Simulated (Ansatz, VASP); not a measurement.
## One calculation of Bi2Se3, two programs

```xyz
5
Lattice="4.4194 0.0000 0.0000 0.0000 4.4194 0.0000 0.0000 0.0000 8.9337" Properties=species:S:1:pos:R:3 pbc="T T T"
Bi    2.2097    2.2097    6.0989
Bi    0.0000    0.0000    7.3396
Se    0.0000    0.0000    1.8388
Se    2.2097    0.0000    0.4419
Se    0.0000    2.2097    0.4419
```

Alike in both runs: task relaxation of cell and atoms; functional PBE; k mesh 4 × 4 × 2; occupations gaussian, width 0.1 eV; no spin polarisation.

|  | VASP | Ansatz |
| --- | --- | --- |
| version | VASP 6.6.1 | Ansatz 0.2.0 |
| potentials or method | VASP PAW PBE potentials, release 64 (Bi_d, Se), cutoff 600 eV | scalar-relativistic, plane waves, PAW |
| valence electrons in the cell | 48 | 78 |

Ansatz gave:

* gap on the k mesh at the Fermi level, each at its own relaxed structure (eV): none
* relaxed volume (Å³/atom): 28.87
* relaxed cell length with the largest relative difference (Å): 3.951

Question: What did VASP give for the same quantities?

Answer: gap on the k mesh at the Fermi level, each at its own relaxed structure (eV): none; relaxed volume (Å³/atom): 39.36; relaxed cell length with the largest relative difference (Å): 4.443.

A gap of «none» marks a metal or a gap that the smearing closes. VASP's potentials hold 48 valence electrons a cell and Ansatz's 78, so a difference there can come from the potentials and not from the codes.

Spin-orbit coupling is off throughout.
